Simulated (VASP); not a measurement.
VO2, 6 atoms in the cell. It takes space group P4_2/mnm (No. 136, tetragonal). The conventional cell has a = 4.596 Å, b = 4.596 Å, c = 3.104 Å, α = 90.00°, β = 90.00°, γ = 90.00°. V (site symmetry mmm) has 6 O at 1.95 to 2.03 Å within 2.6 Å. Within 2.7 Å of O (site symmetry m2m) lie 3 V at 1.95 to 2.03 Å and 1 O at 2.60 Å. 

| Property | Result |
| --- | --- |
| Program | VASP 6.6.1 |
| Task | single point |
| Functional | PBEsol |
| Potentials or basis | VASP PAW PBE potentials, release 64 (V_sv, O) |
| Cutoff | 600 eV |
| k mesh | 6 × 6 × 9 |
| Occupations | fermi-dirac, width 0.05 eV |
| Spin | collinear spin, ferromagnetic start |
| Starting moments | [2.0, 2.0, 0.0, 0.0, 0.0, 0.0] μB |
| Dipole correction | no |
| Further INCAR settings | ALGO = Normal; EDIFF = 1e-06; NBANDS = 38 |

Potentials or basis: VASP PAW PBE potentials, release 64 (V_sv, O).

Command:

```sh
$ cat potpaw_PBE.64/V_sv/POTCAR potpaw_PBE.64/O/POTCAR > POTCAR
$ mpirun -np 1 vasp_std > vasp.out
```

Hardware: 1 thread of Intel Xeon 8259CL (shared host).

Problem. How long does it take, and how much memory?

Solution. Run time: 9 min on 1 thread of Intel Xeon 8259CL, with other jobs on the host, peak memory 0.37 GiB. Counts: scf iterations 19, k points 50.
